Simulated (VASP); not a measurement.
Input of a VASP 6.6.1 run:

File INCAR:

```
SYSTEM = Si
PREC     = Accurate       ! precision mode
ENCUT    = 520            ! plane-wave cutoff, eV
EDIFF    = 1E-6           ! SCF threshold, eV
ISMEAR   = 1              ! smearing method
SIGMA    = 0.15           ! smearing width, eV
LREAL    = .False.        ! projectors in reciprocal space
LASPH    = .True.         ! aspherical terms in the spheres
NELM     = 100            ! most SCF steps
ALGO     = Normal         ! electronic algorithm
ISIF     = 2              ! what is computed and relaxed
LWAVE    = .False.        ! write WAVECAR
LCHARG   = .True.         ! write CHGCAR
GGA      = CA             ! functional
LELF     = .True.         ! ELF
LVHAR    = .True.       
NBANDS   = 8              ! bands
```

Contents of KPOINTS:

```
regular mesh
0
Gamma
  14 14 14
  0 0 0
```

Contents of POSCAR:

```
Si
1.0
   -1.6588182969      1.6588182969      1.3462253978
    1.6588182969     -1.6588182969      1.3462253978
    1.6588182969      1.6588182969     -1.3462253978
Si
1
Direct
    0.0000000000      0.0000000000      0.0000000000
```

Potentials or basis: VASP PAW LDA potentials, release 64 (Si).

The run is started by

```sh
$ cat potpaw_LDA.64/Si/POTCAR > POTCAR
$ mpirun -np 1 vasp_std > vasp.out
```

Estimate the pressure.

-5.0 GPa.

Predict the band gap on the k mesh.

zero (band 2 reaches 19.21 eV, above the bottom of band 3 at 6.51 eV).

Stress tensor (GPa, compression positive):
```
-4.00  0.00  0.00
 0.00 -4.00  0.00
 0.00  0.00 -6.94
```
